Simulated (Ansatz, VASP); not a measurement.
**One calculation of PbSe, two programs**

```
Pb Se
1.0
     0.00000    3.08870    3.08870
     3.08870    0.00000    3.08870
     3.08870    3.08870    0.00000
Pb Se
1 1
Direct
  0.00000 0.00000 0.00000
  0.50000 0.50000 0.50000
```

Alike in both runs: task single point; functional r2SCAN; k mesh 8 × 8 × 8; no spin polarisation.

```csv
,VASP,Ansatz
version,VASP 6.6.1,Ansatz 0.2.0
potentials or method,"VASP PAW PBE potentials, release 64 (Pb_d, Se)","plane waves, PAW"
plane-wave cutoff (eV),550,500
occupations,"gaussian, width 0.01 eV",fixed
valence electrons in the cell,20,30
```

VASP gave:

| Property | Result |
| --- | --- |
| gap on the k mesh at the Fermi level (eV) | 0.67 |
| pressure (GPa) | 0.0 |

**Question.** What did Ansatz give for the same quantities?

**Answer.** gap on the k mesh at the Fermi level (eV): 0.66; pressure (GPa): 0.0.

VASP's potentials were made for PBE, not for r2SCAN. VASP's potentials hold 20 valence electrons a cell and Ansatz's 30, so a difference there can come from the potentials and not from the codes.

Neither program's run includes spin-orbit coupling.
